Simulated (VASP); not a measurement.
# Si2BN (P4/mmm) in VASP: notebook, part 2 of 2

VASP 6.6.1. Earlier steps stand in the parts before.

### Step 4. Relaxation of cell and atoms, PBE

This run uses another cell than the first one, of 13.34 Å³/atom.

Contents of INCAR:

```
SYSTEM = Si2BN
ALGO = Normal
EDIFF = 1E-7
EDIFFG = -0.04
ENCUT = 600
GGA = PE
IBRION = 2
ISIF = 3
ISMEAR = 0
LASPH = .TRUE.
LCHARG = .FALSE.
LREAL = .FALSE.
LWAVE = .FALSE.
NELM = 80
NSW = 90
PREC = Accurate
SIGMA = 0.1
```

Contents of KPOINTS:

```
k-points
0
G
  6 6 4
  0 0 0
```

Contents of POSCAR:

```
Si2BN
1.0
    3.0035976900      0.0000000000      0.0000000000
    0.0000000000      3.0035976900      0.0000000000
    0.0000000000      0.0000000000      5.9156754800
Si B N
2 1 1
Direct
    0.0000000000      0.0000000000      0.3704980200
    0.0000000000      0.0000000000      0.6295019800
    0.0000000000      0.0000000000      0.0000000000
    0.5000000000      0.5000000000      0.0000000000
```

Potentials or basis: VASP PAW PBE potentials, release 64 (Si, B, N).

Command:

```
$ cat potpaw_PBE.64/Si/POTCAR potpaw_PBE.64/B/POTCAR potpaw_PBE.64/N/POTCAR > POTCAR
$ mpirun -np 1 vasp_std > vasp.out
```

OUTCAR:

```text
SYSTEM = Si2BN
   EDIFF = 1E-7
   EDIFFG = -0.04
   ENCUT = 600
   GGA = PE
   IBRION = 2
   ISIF = 3
   ISMEAR = 0
   LASPH = .TRUE.
   LREAL = .FALSE.
   NELM = 80
   NSW = 90
   PREC = Accurate

 ion  position               nearest neighbor table
   1  0.000  0.000  0.370-   2 1.53   3 2.19
   2  0.000  0.000  0.630-   1 1.53   3 2.19
   3  0.000  0.000  0.000-   1 2.19   2 2.19
   4  0.500  0.500  0.000-

 -----------------------------------------------------------------------------
|                                                                             |
|           W    W    AA    RRRRR   N    N  II  N    N   GGGG   !!!           |
|           W    W   A  A   R    R  NN   N  II  NN   N  G    G  !!!           |
|           W    W  A    A  R    R  N N  N  II  N N  N  G       !!!           |
|           W WW W  AAAAAA  RRRRR   N  N N  II  N  N N  G  GGG   !            |
|           WW  WW  A    A  R   R   N   NN  II  N   NN  G    G                |
|           W    W  A    A  R    R  N    N  II  N    N   GGGG   !!!           |
[... 1410 lines left out ...]
     10      21.3260      0.00000
     11      23.0763      0.00000
     12      23.4334      0.00000

 [... further k-points ...]

[... ionic steps 4 to 42 ...]

--------------------------------------- Ionic step       43  -------------------------------------------

 number of electron      16.0000006 magnetization

------------------------ aborting loop because EDIFF is reached ----------------------------------------
[... 71 lines left out ...]
--------------------------------------- Ionic step       45  -------------------------------------------

 number of electron      16.0000005 magnetization

 Free energy of the ion-electron system (eV)
  ---------------------------------------------------
  ext. energy  EPLUGINS =         0.00000000
  ---------------------------------------------------
  free energy    TOTEN  =       -23.09407470 eV

  energy without entropy =      -23.08381584  energy(sigma->0) =      -23.08894527

 E-fermi :   7.6395     XC(G=0): -10.9937

 val. band max:        7.5832344691   @ k =   0.5000   0.3333   0.0000
 cond. band min:       7.6425618471   @ k =   0.3333   0.3333   0.2500
 fundamental gap:      0.0593273780
 Fermi energy:         7.6394838916
[... 391 lines left out ...]
  FREE ENERGIE OF THE ION-ELECTRON SYSTEM (eV)
  ---------------------------------------------------
  free  energy   TOTEN  =       -23.0940746979 eV

  energy  without entropy=      -23.0838158442  energy(sigma->0) =      -23.08894527

 reached required accuracy - stopping structural energy minimisation
```

OSZICAR:

```text
N       E                     dE             d eps       ncg     rms          rms(c)
DAV:   1     0.536318735918E+02    0.53632E+02   -0.78051E+03   720   0.133E+03
DAV:   2    -0.865826795895E+01   -0.62290E+02   -0.57803E+02   960   0.192E+02
DAV:   3    -0.128387842707E+02   -0.41805E+01   -0.40313E+01   972   0.509E+01
[... 500 lines left out ...]
DAV:   4    -0.230940740206E+02    0.27903E-04   -0.79850E-05   868   0.596E-02    0.780E-03
DAV:   5    -0.230940744054E+02   -0.38484E-06   -0.49816E-06   800   0.170E-02    0.461E-03
DAV:   6    -0.230940745883E+02   -0.18293E-06   -0.15407E-07   500   0.369E-03    0.158E-03
DAV:   7    -0.230940747001E+02   -0.11172E-06   -0.47356E-08   400   0.191E-03    0.309E-04
DAV:   8    -0.230940746979E+02    0.21182E-08   -0.67797E-09   384   0.703E-04
  45 F= -.23094075E+02 E0= -.23088945E+02  d E =-.271172E-02
```

Run time: 5.3 min. Hardware: 1 thread of AMD EPYC 9R45 (Zen 5), shared host; peak memory 0.16 GiB.

Results:

| Quantity | Value |
| --- | --- |
| Free energy | -23.0941 eV |
| Relaxed volume | 11.65 Å³/atom |
| Relaxed cell | a = 2.387 Å, b = 2.387 Å, c = 8.179 Å, α = 90.00°, β = 90.00°, γ = 90.00° |
| Space group after relaxing (to 0.1 Å) | P4/mmm (No. 123) |
| Pressure after relaxing | -0.2 GPa |
| Largest force after relaxing | 0.023 eV/Å |
| Band gap on the k mesh | zero (bands 8 and 9 overlap by 4.08 eV) |

Forces in eV/Å, atoms in the order of the input:
```
Si   0.000  0.000  0.023
Si   0.000  0.000 -0.023
B    0.000  0.000  0.000
N    0.000  0.000  0.000
```

Final structure:
```
Si B N
1.0
     2.38730    0.00000    0.00000
     0.00000    2.38730    0.00000
     0.00000    0.00000    8.17883
Si B N
2 1 1
Direct
  0.00000 0.00000 0.35247
  0.00000 0.00000 0.64753
  0.00000 0.00000 0.00000
  0.50000 0.50000 0.00000
```

Caveat: a cell axis changed by over 15 % at a fixed basis, so the end point is rough.

### Step 5. Single point, PBE

This run uses another cell than the first one, of 12.10 Å³/atom.

Contents of INCAR:

```
PREC = Accurate
ENCUT = 520
EDIFF = 1E-7
ISMEAR = 0
SIGMA = 0.1
LREAL = False
LASPH = True
NELM = 100
ALGO = Normal
ISIF = 2
LWAVE = False
LCHARG = True
GGA = PE
LELF = True
LVHAR = True
NBANDS = 16
```

Contents of KPOINTS:

```
regular mesh
0
Gamma
  20 20 6
```

Contents of POSCAR:

```
Si2BN
1.0
    2.3846308985      0.0000000000      0.0000000000
    0.0000000000      2.3846308985      0.0000000000
    0.0000000000      0.0000000000      8.5133674081
Si B N
2 1 1
Direct
    0.0000000000      0.0000000000      0.3542425165
    0.0000000000      0.0000000000      0.6457574835
    0.0000000000      0.0000000000      0.0000000000
    0.5000000000      0.5000000000      0.0000000000
```

Command:

```
$ cat potpaw_PBE.64/Si/POTCAR potpaw_PBE.64/B/POTCAR potpaw_PBE.64/N/POTCAR > POTCAR
$ mpirun -np 1 vasp_std > vasp.out
```

It took 81 s on 1 thread of AMD EPYC 9R45 (Zen 5), shared host; peak memory 0.27 GiB.

Results (log left out):

* Free energy: -23.1628 eV
* Pressure: -0.1 GPa
* Largest force: 0.006 eV/Å
* Band gap on the k mesh: zero (bands 8 and 9 overlap by 3.33 eV)

Forces in eV/Å, atoms in the order of the input:
```
Si   0.000  0.000  0.006
Si   0.000  0.000 -0.006
B    0.000  0.000  0.000
N    0.000  0.000  0.000
```

Stress tensor (GPa, compression positive):
```
-0.05  0.00  0.00
 0.00 -0.05  0.00
 0.00  0.00 -0.18
```

Levels at points of the mesh, in eV from the Fermi level:
```
           k point  band 6  band 7  band 8  band 9  band 10  band 11
(0.00, 0.00, 0.00)   -2.76   -2.76    1.58    4.31     7.98     8.17
(0.50, 0.00, 0.00)   -4.73   -1.95   -0.28    0.46     0.50     2.92
(0.50, 0.50, 0.00)   -1.55   -0.74   -0.31   -0.31    -0.31     1.63
(0.00, 0.00, 0.50)   -2.76   -2.76   -0.14    6.17     6.63     8.60
(0.50, 0.00, 0.50)   -4.54   -2.26   -1.50    0.46     2.49     3.49
(0.50, 0.50, 0.50)   -1.37   -1.08   -0.33   -0.27    -0.27     2.01
```

### Step 6. Relaxation of cell and atoms, PBE

Contents of INCAR:

```
ALGO = Normal
EDIFF = 1E-6
EDIFFG = -0.01
ENCUT = 600
GGA = PE
IBRION = 2
ISIF = 3
ISMEAR = 0
LASPH = True
LCHARG = False
LREAL = False
LWAVE = False
NELM = 100
NSW = 100
PREC = Accurate
SIGMA = 0.1
```

Contents of KPOINTS:

```
k-points
0
Gamma
  20 20 6
```

Contents of POSCAR:

```
Si2BN
1.0
    2.3832518361      0.0000000000      0.0000000000
    0.0000000000      2.3832518361      0.0000000000
    0.0000000000      0.0000000000      8.5812983499
Si B N
2 1 1
Direct
    0.0000000000      0.0000000000      0.3600749907
    0.0000000000      0.0000000000      0.6399250093
    0.0000000000      0.0000000000      0.0000000000
    0.5000000000      0.5000000000      0.0000000000
```

Potentials or basis: VASP PAW PBE potentials, release 64 (Si, B, N).

Command:

```
$ cat potpaw_PBE.64/Si/POTCAR potpaw_PBE.64/B/POTCAR potpaw_PBE.64/N/POTCAR > POTCAR
$ mpirun -np 1 vasp_std > vasp.out
```

Run time: 7.1 min. Hardware: 1 thread of AMD EPYC 9R45 (Zen 5), shared host; peak memory 0.3 GiB.

The run converged. Its results:

| Property | Result |
| --- | --- |
| Free energy | -23.1659 eV |
| Relaxed volume | 12.06 Å³/atom |
| Relaxed cell | a = 2.384 Å, b = 2.384 Å, c = 8.489 Å, α = 90.00°, β = 90.00°, γ = 90.00° |
| Space group after relaxing (to 0.1 Å) | P4/mmm (No. 123) |
| Energy gained by relaxing | 5.0 meV/atom |
| Ionic steps | 10 |
| Pressure after relaxing | 0.1 GPa |
| Largest force after relaxing | 0.005 eV/Å |
| Band gap on the k mesh | zero (bands 8 and 9 overlap by 3.38 eV) |

Forces in eV/Å, atoms in the order of the input:
```
Si   0.000  0.000 -0.005
Si   0.000  0.000  0.005
B    0.000  0.000  0.000
N    0.000  0.000  0.000
```

Stress tensor (GPa, compression positive):
```
 0.11  0.00  0.00
 0.00  0.11  0.00
 0.00  0.00 -0.01
```

Step by step:
```
step  energy change (eV)  largest force (eV/Å)  pressure (GPa)  volume (Å³)
   1              0.0000                0.4914            1.15        48.74
   2             -0.0165                0.0064           -0.22        49.36
   3             -0.0166                0.0417           -0.13        49.31
   4             -0.0170                0.0399           -0.19        49.25
   5             -0.0181                0.0346           -0.37        49.06
   6             -0.0191                0.0241           -0.69        48.68
   7             -0.0194                0.0209           -0.58        48.62
   8             -0.0198                0.0122           -0.24        48.42
   9             -0.0197                0.0053            0.46        48.02
  10             -0.0200                0.0048            0.07        48.24
```

Final structure:
```
CELL_PARAMETERS angstrom
2.38391 0.00000 0.00000
0.00000 2.38391 0.00000
0.00000 0.00000 8.48885
ATOMIC_POSITIONS crystal
Si 0.00000 0.00000 0.35395
Si 0.00000 0.00000 0.64605
B 0.00000 0.00000 0.00000
N 0.50000 0.50000 0.00000
```

Levels at points of the mesh, in eV from the Fermi level:
| k point | band 4 | band 5 | band 6 | band 7 | band 8 | band 9 | band 10 | band 11 | band 12 |
| --- | --- | --- | --- | --- | --- | --- | --- | --- | --- |
| (0.00, 0.00, 0.00) | -6.38 | -5.03 | -2.76 | -2.76 | 1.62 | 4.34 | 7.99 | 8.21 | 8.60 |
| (0.50, 0.00, 0.00) | -6.46 | -5.08 | -4.74 | -1.95 | -0.28 | 0.46 | 0.50 | 2.92 | 6.98 |
| (0.50, 0.50, 0.00) | -2.10 | -2.10 | -1.56 | -0.74 | -0.31 | -0.31 | -0.31 | 1.62 | 1.90 |
| (0.00, 0.00, 0.50) | -7.37 | -3.47 | -2.76 | -2.76 | -0.13 | 6.20 | 6.64 | 8.61 | 9.74 |
| (0.50, 0.00, 0.50) | -6.52 | -4.83 | -4.54 | -2.27 | -1.52 | 0.46 | 2.52 | 3.51 | 4.81 |
| (0.50, 0.50, 0.50) | -2.12 | -2.12 | -1.37 | -1.08 | -0.33 | -0.27 | -0.27 | 2.01 | 2.54 |

### Step 7. Summary

```tsv
task	cell	k mesh	cutoff (eV)	gap on the mesh (eV)	pressure (GPa)	relaxed volume (Å³/atom)	largest force (eV/Å)
single point	a = 2.383, b = 2.383, c = 8.581 Å, 4 atoms, atomic positions A	6 × 6 × 4	520	none	-0.2	-	0.03
single point	a = 3.004, b = 3.004, c = 5.916 Å, 4 atoms, atomic positions B	6 × 6 × 4	520	none	36.0	-	38.14
relaxation of cell and atoms	relaxed from a = 3.004, b = 3.004, c = 5.916 Å, 4 atoms, atomic positions B	6 × 6 × 4	600	none	-0.2	11.65	0.02
single point	a = 2.385, b = 2.385, c = 8.513 Å, 4 atoms, atomic positions C	20 × 20 × 6	520	none	-0.1	-	0.01
relaxation of cell and atoms	relaxed from a = 2.383, b = 2.383, c = 8.581 Å, 4 atoms, atomic positions A	20 × 20 × 6	600	none	0.1	12.06	-
```

Alike in all rows: level PBE; potentials or basis VASP PAW PBE potentials, release 64 (Si, B, N); no spin polarisation; smearing gaussian 0.1 eV.

Caveats: some runs use coarse meshes; atoms lie so close that the PAW spheres overlap strongly, which falsifies energies and pressures (at least some runs); the stress differs along the axes, from -20 to 147 GPa (at least some runs); forces of over 1 eV/Å act on the atoms, so gaps and moduli don't describe the material at rest (at least some runs); a cell axis changed by over 15 % at a fixed basis, so the end point is rough (at least some runs).

Total energies depend on the potentials used, so only differences within one code and one set of settings carry meaning.

The gap in the log of VASP goes by the Fermi energy; the results here count the filled bands.